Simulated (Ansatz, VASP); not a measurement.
**CdSe in VASP and in Ansatz**

```
Cd Se
1.0
     0.00000    3.03484    3.03484
     3.03484    0.00000    3.03484
     3.03484    3.03484    0.00000
Cd Se
1 1
Direct
  0.00000 0.00000 0.00000
  0.25000 0.25000 0.25000
```

Change from the starting cell: volume scaled by 0.94, LAPW.

Alike in both runs: task single point; functional PBE; k mesh 11 × 11 × 11; occupations fermi-dirac, width 0.1 eV; no spin polarisation.

|  | VASP | Ansatz |
| --- | --- | --- |
| version | VASP 6.6.1 | Ansatz 0.2.0 |
| potentials or method | VASP PAW PBE potentials, release 64 (Cd, Se), cutoff 520 eV | all-electron LAPW, scalar-relativistic |

Ansatz gave:

| Property | Result |
| --- | --- |
| pressure (GPa) | 3.2 |

**Question.** Estimate VASP's values.

**Answer.** Pressure (GPa): 3.5.

Ansatz ran all-electron here, and VASP with PAW potentials.
